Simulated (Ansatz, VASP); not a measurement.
One calculation of MgI2, two programs

```
Mg I
1.0
     0.00000    3.56793    3.75971
     3.56793    0.00000    3.75971
     3.56793    3.56793    0.00000
Mg I
1 2
Direct
  0.00000 0.00000 0.00000
  0.25000 0.25000 0.25000
  0.75000 0.75000 0.75000
```

Change from the starting cell: epitaxial_xy strain -5.0%.

Alike in both runs: task single point; functional HSE06; k mesh 4 × 4 × 4; no spin polarisation.

```csv
,VASP,Ansatz
version,VASP 6.6.1,Ansatz 0.2.0
potentials or method,"VASP PAW PBE potentials, release 64 (Mg, I)","plane waves, PAW"
plane-wave cutoff (eV),520,420
occupations,"gaussian, width 0.01 eV",fixed
valence electrons in the cell,16,44
```

```tsv
	VASP	Ansatz	Ansatz less VASP
gap on the k mesh at the Fermi level (eV)	1.21	1.22	+0.016
pressure (GPa)	3.3	3.5	+0.16
traceless stress, the component that is largest in VASP (GPa)	-3.94	-3.95	-0.009
```

VASP's potentials hold 16 valence electrons a cell and Ansatz's 44, so a difference there can come from the potentials and not from the codes. Ansatz's warnings: stress exchange threshold loose, stress scf threshold loose.

Neither program's run includes spin-orbit coupling.
